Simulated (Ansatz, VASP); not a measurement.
Sr: VASP beside Ansatz

The input INCAR:

```
SYSTEM = Sr
PREC = Accurate ; ENCUT = 520
EDIFF = 1E-6 ; ISMEAR = 0
SIGMA = 0.15 ; LREAL = .FALSE.
LASPH = .TRUE. ; NELM = 80
ALGO = Fast ; ISIF = 2
LWAVE = .FALSE. ; LCHARG = .FALSE.
GGA = PE ; NBANDS = 11
```

File KPOINTS:

```
Automatic mesh
0
G
  14 14 14
  0 0 0
```

POSCAR

```
Sr
1.0
    0.0000000000      3.1944675000      2.8902325000
    3.1944675000      0.0000000000      2.8902325000
    3.1944675000      3.1944675000      0.0000000000
Sr
1
Direct
    0.0000000000      0.0000000000      0.0000000000
```

Input for Ansatz:

```yaml
crystal:
  lattice:
    - [0.0, 3.1944675, 2.8902325]
    - [3.1944675, 0.0, 2.8902325]
    - [3.1944675, 3.1944675, 0.0]
  atoms:
    - { symbol: Sr, position: [0.0, 0.0, 0.0] }
basis:
  ecutwfc: 420
kpoints:
  mp_grid: { grid: [14, 14, 14] }
hamiltonian:
  xc: pbe
scf:
  occupations: { method: gaussian, width: 0.15 }
output:
  forces: true
  stress: true
  eigenvalues: true
```

Change from the starting cell: strain +0.050 along x and y, -0.050 along z, atoms carried along.

Alike in both runs: task single point; functional PBE; k mesh 14 × 14 × 14; occupations gaussian, width 0.15 eV; no spin polarisation.

|  | VASP | Ansatz |
| --- | --- | --- |
| version | VASP 6.6.1 | Ansatz 0.2.0 |
| potentials or method | VASP PAW PBE potentials, release 64 (Sr_sv), cutoff 520 eV | scalar-relativistic, plane waves, PAW |
| valence electrons in the cell | 10 | 10 |

```csv
,VASP,Ansatz,Ansatz less VASP
gap on the k mesh at the Fermi level (eV),none,none,-
pressure (GPa),-0.8,-0.8,-0.01
"traceless stress, the component that is largest in VASP (GPa)",0.17,0.17,+0.001
```

A gap of «none» marks a metal or a gap that the smearing closes.
